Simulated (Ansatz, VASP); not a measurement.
Sb in VASP and in Ansatz

File INCAR:

```
PREC = Accurate
ENCUT = 520
EDIFF = 1E-7
ISMEAR = 0
SIGMA = 0.15
LREAL = F
LASPH = T
NELM = 100
ALGO = Normal
ISIF = 2
LWAVE = F
LCHARG = F
GGA = PS
NBANDS = 8
```

KPOINTS

```
Automatic mesh
0
Gamma
  16 16 16
```

File POSCAR:

```
Sb
1.0
    3.4128000000      0.0000000000      0.0000000000
    0.0000000000      3.4128000000      0.0000000000
    0.0000000000      0.0000000000      3.1600000000
Sb
1
Direct
    0.0000000000      0.0000000000      0.0000000000
```

Input for Ansatz:

```yaml
crystal:
  lattice:
    - [3.4128, 0.0, 0.0]
    - [0.0, 3.4128, 0.0]
    - [0.0, 0.0, 3.16]
  atoms:
    - { symbol: Sb, position: [0.0, 0.0, 0.0] }
basis:
  ecutwfc: 420
kpoints:
  mp_grid: { grid: [16, 16, 16] }
hamiltonian:
  xc: pbesol
scf:
  occupations: { method: gaussian, width: 0.15 }
output:
  forces: true
  stress: true
  eigenvalues: true
```

Change from the starting cell: strain +0.080 along x and y, +0.000 along z, atoms carried along.

Alike in both runs: task single point; functional PBEsol; k mesh 16 × 16 × 16; occupations gaussian, width 0.15 eV; no spin polarisation.

```csv
,VASP,Ansatz
version,VASP 6.6.1,Ansatz 0.2.0
potentials or method,"VASP PAW PBE potentials, release 64 (Sb), cutoff 520 eV","scalar-relativistic, plane waves, PAW"
valence electrons in the cell,5,15
```

Ansatz gave:

| Property | Result |
| --- | --- |
| gap on the k mesh at the Fermi level (eV) | none |
| pressure (GPa) | -8.5 |
| traceless stress, the component that is largest in VASP (GPa) | 2.46 |

Q: Estimate VASP's values.

A: gap on the k mesh at the Fermi level (eV): none; pressure (GPa): -8.5; traceless stress, the component that is largest in VASP (GPa): 2.47.

VASP's potentials were made for PBE, not for PBEsol. A gap of «none» marks a metal or a gap that the smearing closes. The functional is the same, so the differences come from potentials, cutoffs and numerics. VASP's potentials hold 5 valence electrons a cell and Ansatz's 15, so a difference there can come from the potentials and not from the codes.

Neither program's run includes spin-orbit coupling.
